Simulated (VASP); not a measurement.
Set up this calculation in VASP 6.6.1, as the native input.

* Task: single point
* Functional: LDA
* Potentials or basis: VASP PAW LDA potentials, release 64 (C_h)
* Cutoff: 1300 eV
* k mesh: 13 × 13 × 13
* Occupations: gaussian, width 0.05 eV
* Spin: no spin polarisation
* Dipole correction: no
* Further INCAR settings: ALGO = Normal; EDIFF = 1e-06; NBANDS = 11

The structure of C lies in POSCAR:

```
C
1.0
    0.0000000000      1.7833700000      1.7833700000
    1.7833700000      0.0000000000      1.7833700000
    1.7833700000      1.7833700000      0.0000000000
C
2
Direct
    0.7500000000      0.7500000000      0.7500000000
    0.5000000000      0.5000000000      0.5000000000
```

These files were run (other wordings do the same):

INCAR

```
PREC = Accurate
ENCUT = 1300
EDIFF = 1E-6
ISMEAR = 0
SIGMA = 0.05
LREAL = F
LASPH = T
NELM = 120
ALGO = Normal
ISIF = 2
LWAVE = F
LCHARG = T
LELF = T
LVHAR = T
NBANDS = 11
GGA_COMPAT = F
```

KPOINTS

```
regular mesh
0
Gamma
  13 13 13
```

Potentials or basis: VASP PAW LDA potentials, release 64 (C_h).

Launch:

```bash
$ cat potpaw_LDA.64/C_h/POTCAR > POTCAR
$ mpirun -np 1 vasp_std > vasp.out
```

Results of the run:

```json
{
 "Pressure": "-12.3 GPa",
 "Band gap on the k mesh": "4.11 eV (least direct gap 5.54 eV)"
}
```

Caveat: the cell stands under tension; an odd mesh through Γ misses points on the zone boundary, where band edges can lie.

It took 17 s on 1 thread of AMD EPYC 9R45 96-Core Processor (Zen 5) (shared host), peak memory 0.12 GiB.
